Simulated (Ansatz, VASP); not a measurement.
One calculation of Sc3Cu2, two programs

```xyz
5
Lattice="4.9071 0.0000 0.0000 0.0000 4.9071 0.0000 0.0000 0.0000 4.9071" Properties=species:S:1:pos:R:3 pbc="T T T"
Sc    2.4535    0.0000    0.0000
Sc    0.0000    2.4535    0.0000
Sc    0.0000    0.0000    2.4535
Cu    2.4535    2.4535    2.4535
Cu    0.0000    0.0000    0.0000
```

Alike in both runs: functional PBE; k mesh 8 × 8 × 8; occupations gaussian, width 0.1 eV; no spin polarisation.

Ansatz relaxed the structure, and its values are those at the end. VASP's run is a single point on that final structure, the one shown.

|  | VASP | Ansatz |
| --- | --- | --- |
| version | VASP 6.6.1 | Ansatz 0.2.0 |
| potentials or method | VASP PAW PBE potentials, release 64 (Sc_sv, Cu), cutoff 520 eV | scalar-relativistic, plane waves, PAW |
| valence electrons in the cell | 55 | 71 |

```csv
,VASP,Ansatz,Ansatz less VASP
gap on the k mesh at the Fermi level (eV),none,none,-
pressure (GPa),0.2,0.0,-0.15
```

A gap of «none» marks a metal or a gap that the smearing closes. With one functional, cell and mesh, what is left measures potentials, basis and numerics. VASP's potentials hold 55 valence electrons a cell and Ansatz's 71, so a difference there can come from the potentials and not from the codes.
